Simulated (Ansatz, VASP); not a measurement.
## Two plane-wave programs on TiPt3

Contents of INCAR:

```
PREC = Accurate
ENCUT = 600
EDIFF = 1E-7
ISMEAR = -1
SIGMA = 0.1
LREAL = F
LASPH = T
NELM = 100
ALGO = Normal
ISIF = 3
LWAVE = F
LCHARG = F
GGA = PE
IBRION = 2
NSW = 60
EDIFFG = -0.01
```

The input KPOINTS:

```
Automatic mesh
0
Gamma
  5 5 5
```

POSCAR

```
TiPt3
1.0
    3.9097780000      0.0000000000      0.0000000000
    0.0000000000      3.9097780000      0.0000000000
    0.0000000000      0.0000000000      3.9097780000
Ti Pt
1 3
Direct
    0.0000000000      0.0000000000      0.0000000000
    0.0000000000      0.5000000000      0.5000000000
    0.5000000000      0.0000000000      0.5000000000
    0.5000000000      0.5000000000      0.0000000000
```

Input for Ansatz:

```yaml
crystal:
  lattice:
    - [3.909778, 0.0, 0.0]
    - [0.0, 3.909778, 0.0]
    - [0.0, 0.0, 3.909778]
  atoms:
    - { symbol: Ti, position: [0.0, 0.0, 0.0] }
    - { symbol: Pt, position: [0.0, 0.5, 0.5] }
    - { symbol: Pt, position: [0.5, 0.0, 0.5] }
    - { symbol: Pt, position: [0.5, 0.5, 0.0] }
  symmetry: { tolerance: 0.0003 }
kpoints:
  mp_grid: { grid: [5, 5, 5], shift: [0, 0, 0] }
magnetization:
  spin_polarized: false
scf:
  occupations: { method: fermi_dirac }
hamiltonian:
  pseudopotentials: { kind: paw }
  xc: pbe
basis:
  ecutwfc: 420
output:
  forces: true
  stress: true
  eigenvalues: true
relax:
  max_steps: 40
  cell: {}
```

Alike in both runs: task relaxation of cell and atoms; functional PBE; k mesh 5 × 5 × 5; no spin polarisation.

|  | VASP | Ansatz |
| --- | --- | --- |
| version | VASP 6.6.1 | Ansatz 0.2.0 |
| potentials or method | VASP PAW PBE potentials, release 64 (Ti_sv, Pt), cutoff 600 eV | PAW plane waves |
| occupations | fermi-dirac, width 0.1 eV | fermi-dirac |
| valence electrons in the cell | 42 | 66 |

Ansatz gave:

| Property | Result |
| --- | --- |
| gap on the k mesh at the Fermi level, each at its own relaxed structure (eV) | none |
| relaxed volume (Å³/atom) | 15.38 |
| relaxed cell length with the largest relative difference (Å) | 3.948 |

Problem. Estimate VASP's values.

Solution. gap on the k mesh at the Fermi level, each at its own relaxed structure (eV): none; relaxed volume (Å³/atom): 15.36; relaxed cell length with the largest relative difference (Å): 3.946.

A gap of «none» marks a metal or a gap that the smearing closes. VASP's potentials hold 42 valence electrons a cell and Ansatz's 66, so a difference there can come from the potentials and not from the codes.

Spin-orbit coupling is off throughout.
